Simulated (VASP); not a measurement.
Crystal: Hg.

```
Hg
1.0
     2.92083    0.00000    0.00000
     0.00000    2.92083    0.00000
     0.00000    0.00000    2.92083
Hg
1
Direct
  0.00000 0.00000 0.00000
```

* Program: VASP 6.6.1
* Task: relaxation of cell and atoms
* Functional: RPBE
* Potentials or basis: VASP PAW PBE potentials, release 64 (Hg)
* Cutoff: 600 eV
* k mesh: 11 × 11 × 11
* Occupations: fermi-dirac, width 0.1 eV
* Spin: no spin polarisation

At the start: pressure 9.0 GPa; volume 24.92 Å³/atom.

**Question.** How do energy, volume and symmetry change on relaxing?

**Answer.** Over 10 steps the energy falls by 339.1 meV/atom and the volume is 94.51 Å³/atom (+279.3 %); space group Pm-3m (No. 221, to 0.05 Å).

Step by step:
```
step  energy change (eV)  largest force (eV/Å)  pressure (GPa)  volume (Å³)
   1              0.0000                0.0000            8.99        24.92
   2             -0.1558                0.0000            2.12        30.31
   3             -0.1805                0.0000            1.34        32.68
   4             -0.2183                0.0000            1.03        37.80
   5             -0.2925                0.0000            0.77        49.58
   6             -0.3298                0.0000            0.13        80.02
   7             -0.3390                0.0000            0.03        93.15
   8             -0.3373                0.0000           -0.16        98.04
   9             -0.3390                0.0000           -0.03        95.15
  10             -0.3391                0.0000           -0.01        94.51
```

Final structure:
```cif
data_structure
_symmetry_space_group_name_H-M 'P 1'
_symmetry_Int_Tables_number 1
_cell_length_a 4.5550
_cell_length_b 4.5550
_cell_length_c 4.5550
_cell_angle_alpha 90.000
_cell_angle_beta 90.000
_cell_angle_gamma 90.000
_cell_volume 94.51
loop_
_atom_site_label
_atom_site_type_symbol
_atom_site_fract_x
_atom_site_fract_y
_atom_site_fract_z
_atom_site_occupancy
Hg1 Hg 0.00000 0.00000 0.00000 1
```

Caveat: the volume moved by over 15 % at a fixed basis, so the end points are rough; the PAW data sets were made with another functional, which shifts forces and pressure a little.
